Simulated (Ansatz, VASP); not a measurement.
Fe: VASP beside Ansatz

```
Fe
1.0
     0.00000    1.94174    1.96511
     1.49844    0.00000    1.96511
     1.49844    1.94174    0.00000
Fe
1
Cartesian
  0.0000 0.0000 0.0000
```

Alike in both runs: functional PBEsol-based screened hybrid; k mesh 7 × 7 × 7; occupations fermi-dirac, width 0.05 eV; collinear spin.

```csv
,VASP,Ansatz
version,VASP 6.6.1,Ansatz 0.2.0
potentials or method,"VASP PAW PBE potentials, release 64 (Fe)",Ansatz PAW
plane-wave cutoff (eV),520,420
valence electrons in the cell,8,16
task,single point,band structure
```

|  | VASP | Ansatz | Ansatz less VASP |
| --- | --- | --- | --- |
| gap on the k mesh at the Fermi level (eV) | none | none | - |
| pressure (GPa) | 9.7 | 9.3 | -0.33 |
| traceless stress, the component that is largest in VASP (GPa) | -2.66 | -2.67 | -0.010 |
| net moment per atom (μB) | 2.87 | 2.87 | -0.001 |
| size of the moment on the site where the two differ most (μB) | 2.89 | 3.04 | +0.150 |

VASP's potentials were made for PBE, not for PBEsol-based screened hybrid. Site moments also hang on the region over which each program counts them. A gap of «none» marks a metal or a gap that the smearing closes. VASP's potentials hold 8 valence electrons a cell and Ansatz's 16, so a difference there can come from the potentials and not from the codes.

The k mesh is coarse, so the values compare programs but aren't converged. Noted on Ansatz's run: the magnetic or orbital state may not be the lowest.
